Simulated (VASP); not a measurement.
A run of VASP 6.6.1 is set up as follows.

The input POSCAR:

```
HfN
1.0
    3.1339080200      0.0000000000      0.0000000000
   -1.5669540100      2.7140439584      0.0000000000
    0.0000000000      0.0000000000      5.4167677200
Hf N
2 2
Direct
    0.6666666667      0.3333333333      0.7500000000
    0.3333333333      0.6666666667      0.2500000000
    0.0000000000      0.0000000000      0.0000000000
    0.0000000000      0.0000000000      0.5000000000
```

File INCAR.step1:

```
SYSTEM = HfN
  PREC = Accurate
  ENCUT = 660
  ISMEAR = -1
  SIGMA = 0.1
  LREAL = .False.
  LASPH = .True.
  NELM = 120
  NBANDS = 23
  GGA = PE
  ALGO = Normal
  EDIFF = 1E-5
  LWAVE = .True.
  LCHARG = .False.
  GGA_COMPAT = .False.
```

The input INCAR.step2:

```
SYSTEM = HfN
  PREC = Accurate
  ENCUT = 660
  EDIFF = 1E-6
  ISMEAR = -1
  SIGMA = 0.1
  LREAL = .False.
  LASPH = .True.
  NELM = 120
  ALGO = Normal
  ISIF = 2
  LWAVE = .False.
  LCHARG = .False.
  METAGGA = R2SCAN
  LMIXTAU = .True.
  NBANDS = 23
  ISTART = 1
  GGA_COMPAT = .False.
```

Contents of KPOINTS:

```
Automatic mesh
0
Gamma
  8 8 4
  0 0 0
```

Potentials or basis: VASP PAW PBE potentials, release 64 (Hf_pv, N).

Run with:

```bash
$ cat potpaw_PBE.64/Hf_pv/POTCAR potpaw_PBE.64/N/POTCAR > POTCAR
$ cp INCAR.step1 INCAR
$ mpirun -np 1 vasp_std > vasp.out
$ cp INCAR.step2 INCAR
$ mpirun -np 1 vasp_std > vasp.out
```

Question: What does it give for the band gap on the k mesh?

Answer: Zero (bands 15 and 16 overlap by 2.45 eV).

Question: What does it give for the pressure?

Answer: 0.0 GPa.

Caveat: the PAW data sets were made with another functional, which shifts forces and pressure a little; spin-orbit coupling is left out, which moves the levels of the heavy elements.
